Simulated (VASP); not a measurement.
Runs of VASP 6.6.1 on MgS. The structure is that of space group I-4m2 (No. 119), or close to it. The cells are those of the table. 

```tsv
level	cell	k mesh	smearing	grid for exact exchange (PRECFOCK)	share of exact exchange	screening parameter	gap on the mesh (eV)	pressure (GPa)
HSE06	a = 3.944, b = 3.944, c = 4.238 Å, angles 57.5, 57.5, 65.0°, 2 atoms	6 × 6 × 6	gaussian 0.01 eV	Normal	0.25	0.2079 1/Å	4.12	-1.7
PBE	a = 4.121, b = 4.121, c = 4.236 Å, angles 59.1, 59.1, 61.8°, 2 atoms	8 × 8 × 8	fermi-dirac 0.02 eV	-	-	-	2.82	(b)
r2SCAN	a = 4.121, b = 4.121, c = 4.236 Å, angles 59.1, 59.1, 61.8°, 2 atoms	8 × 8 × 8	gaussian 0.01 eV	-	-	-	3.45	(a)
PBE	a = 3.944, b = 3.944, c = 4.238 Å, angles 57.5, 57.5, 65.0°, 2 atoms	8 × 8 × 8	fermi-dirac 0.02 eV	-	-	-	3.09	(c)
r2SCAN	a = 3.944, b = 3.944, c = 4.238 Å, angles 57.5, 57.5, 65.0°, 2 atoms	8 × 8 × 8	gaussian 0.01 eV	-	-	-	3.76	-1.8
```

Alike in all rows: task single point; potentials or basis VASP PAW PBE potentials, release 64 (Mg, S); no spin polarisation; cutoff (eV) 520.

Fill in the values left out.

(a) -5.7; (b) -4.5; (c) -0.6.

Caveats: the PAW data sets were made with another functional, which shifts forces and pressure a little (at least some runs); the cell stands under tension (at least some runs).

A k mesh can miss the band edges.
